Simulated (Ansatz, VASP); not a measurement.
## Ir in VASP and in Ansatz

File INCAR:

```
ALGO = Normal ; EDIFF = 1E-7
ENCUT = 520 ; GGA = PS
ISIF = 2 ; ISMEAR = 0
LASPH = True ; LCHARG = False
LREAL = False ; LWAVE = False
NBANDS = 10 ; NELM = 60
PREC = Accurate ; SIGMA = 0.15
```

Contents of KPOINTS:

```
k-points
0
Gamma
  22 22 22
```

POSCAR

```
Ir
1.0
    0.0000000000      1.9197000000      2.0876737500
    1.9197000000      0.0000000000      2.0876737500
    1.9197000000      1.9197000000      0.0000000000
Ir
1
Direct
    0.0000000000      0.0000000000      0.0000000000
```

Input for Ansatz:

```yaml
crystal:
  lattice:
    - [0.0, 1.9197, 2.08767375]
    - [1.9197, 0.0, 2.08767375]
    - [1.9197, 1.9197, 0.0]
  atoms:
    - { symbol: Ir, position: [0.0, 0.0, 0.0] }
basis:
  ecutwfc: 420
kpoints:
  mp_grid: { grid: [22, 22, 22] }
hamiltonian:
  xc: pbesol
scf:
  occupations: { method: gaussian, width: 0.15 }
output:
  forces: true
  stress: true
  eigenvalues: true
```

Change from the starting cell: strain +0.0875 x Voigt [0, 0, 1, 0, 0, 0], atoms carried along.

Alike in both runs: task single point; functional PBEsol; k mesh 22 × 22 × 22; occupations gaussian, width 0.15 eV; no spin polarisation.

|  | VASP | Ansatz |
| --- | --- | --- |
| version | VASP 6.6.1 | Ansatz 0.2.0 |
| potentials or method | VASP PAW PBE potentials, release 64 (Ir), cutoff 520 eV | scalar-relativistic, plane waves, PAW |
| valence electrons in the cell | 9 | 17 |

Ansatz gave:

| Item | Value |
| --- | --- |
| gap on the k mesh at the Fermi level (eV) | none |
| pressure (GPa) | -26.3 |
| traceless stress, the component that is largest in VASP (GPa) | -16.54 |

Task: Which values does VASP return?

Result: gap on the k mesh at the Fermi level (eV): none; pressure (GPa): -25.8; traceless stress, the component that is largest in VASP (GPa): -16.48.

VASP's potentials were made for PBE, not for PBEsol. A gap of «none» marks a metal or a gap that the smearing closes. The functional is the same, so the differences come from potentials, cutoffs and numerics. VASP's potentials hold 9 valence electrons a cell and Ansatz's 17, so a difference there can come from the potentials and not from the codes.

Neither program's run includes spin-orbit coupling.
